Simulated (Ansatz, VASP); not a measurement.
# Two plane-wave programs on SiO2

```
CELL_PARAMETERS angstrom
-5.02327 5.02327 5.02327
5.02327 -5.02327 5.02327
5.02327 5.02327 -5.02327
ATOMIC_POSITIONS crystal
Si 0.31297 0.31297 0.31297
Si 0.00000 0.31297 0.00000
Si 0.00000 0.00000 0.31297
Si 0.31297 0.00000 0.00000
Si 0.00000 0.00000 0.68703
Si 0.68703 0.00000 0.00000
Si 0.00000 0.68703 0.00000
Si 0.68703 0.68703 0.68703
O 0.50000 0.50000 0.50000
O 0.00000 0.50000 0.00000
O 0.00000 0.00000 0.50000
O 0.50000 0.00000 0.00000
O 0.18628 0.18628 0.37256
O 0.18628 0.37256 0.18628
O 0.81372 0.00000 0.18628
O 0.00000 0.81372 0.18628
O 0.37256 0.18628 0.18628
O 0.18628 0.81372 0.00000
O 0.81372 0.18628 0.00000
O 0.18628 0.00000 0.81372
O 0.62744 0.81372 0.81372
O 0.81372 0.62744 0.81372
O 0.00000 0.18628 0.81372
O 0.81372 0.81372 0.62744
```

Alike in both runs: functional LDA; k mesh 4 × 4 × 4; occupations gaussian, width 0.02 eV; no spin polarisation.

Ansatz relaxed the structure, and its values are those at the end. VASP's run is a single point on that final structure, the one shown.

|  | VASP | Ansatz |
| --- | --- | --- |
| version | VASP 6.6.1 | Ansatz 0.2.0 |
| potentials or method | VASP PAW LDA potentials, release 64 (Si, O), cutoff 520 eV | scalar-relativistic, plane waves, PAW |
| valence electrons in the cell | 128 | 128 |

```tsv
	VASP	Ansatz	Ansatz less VASP
gap on the k mesh at the Fermi level (eV)	5.34	5.34	-0.001
least direct gap on the mesh (eV)	5.34	5.34	-0.001
pressure (GPa)	-5.1	-5.4	-0.33
rms of the force components (eV/Å)	0.024	0.000	-0.0235
```

LDA's correlation is that of Perdew and Zunger in VASP and of Perdew and Wang (1992) in Ansatz. Ansatz's warnings: stress scf threshold loose.
